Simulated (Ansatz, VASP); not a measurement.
One calculation of HF, two programs

The input INCAR:

```
PREC     = Accurate       # precision mode
ENCUT    = 520            # plane-wave cutoff, eV
EDIFF    = 1E-6           # SCF threshold, eV
ISMEAR   = 0              # smearing method
SIGMA    = 0.005          # smearing width, eV
LREAL    = F              # projectors in reciprocal space
LASPH    = T              # aspherical terms in the spheres
NELM     = 80             # most SCF steps
ALGO     = Normal         # electronic algorithm
ISIF     = 2              # what is computed and relaxed
LWAVE    = F              # write WAVECAR
LCHARG   = F              # write CHGCAR
GGA      = PE             # functional
IVDW     = 12             # dispersion correction
IBRION   = 2              # ionic algorithm
NSW      = 100            # ionic steps
EDIFFG   = -0.01          # ionic threshold
ISYM     = 0
```

KPOINTS

```
regular mesh
0
Gamma
  1 1 1
```

POSCAR

```
HF
1.0
   15.0000000000      0.0000000000      0.0000000000
    0.0000000000     15.5000000000      0.0000000000
    0.0000000000      0.0000000000     16.0000000000
F H
1 1
Direct
    0.4767982093      0.4990469909      0.4839208543
    0.5232017907      0.5009530091      0.5160791457
```

Input for Ansatz:

```yaml
crystal:
  lattice:
    - [15.0, 0.0, 0.0]
    - [0.0, 15.5, 0.0]
    - [0.0, 0.0, 16.0]
  atoms:
    - { symbol: F, position: [0.4767982093, 0.4990469909, 0.4839208543] }
    - { symbol: H, position: [0.5232017907, 0.5009530091, 0.5160791457] }
  symmetry: { detect: false }
basis:
  ecutwfc: 420
kpoints:
  mp_grid: { grid: [1, 1, 1] }
hamiltonian:
  xc: pbe
  dispersion: d3bj
scf:
  occupations: { method: gaussian, width: 0.005 }
output:
  forces: true
  eigenvalues: true
relax:
  adjacent_minimum: "off"
  f_tol: 0.01
  max_steps: 80
```

Alike in both runs: task relaxation of the atoms; functional PBE; dispersion D3(BJ); k mesh 1 × 1 × 1; occupations gaussian, width 0.005 eV; no spin polarisation.

|  | VASP | Ansatz |
| --- | --- | --- |
| version | VASP 6.6.1 | Ansatz 0.2.0 |
| potentials or method | VASP PAW PBE potentials, release 64 (F, H), cutoff 520 eV | scalar-relativistic, plane waves, PAW |
| valence electrons in the cell | 8 | 8 |

```tsv
	VASP	Ansatz	Ansatz less VASP
gap on the k mesh at the Fermi level, each at its own relaxed structure (eV)	8.51	8.57	+0.064
```
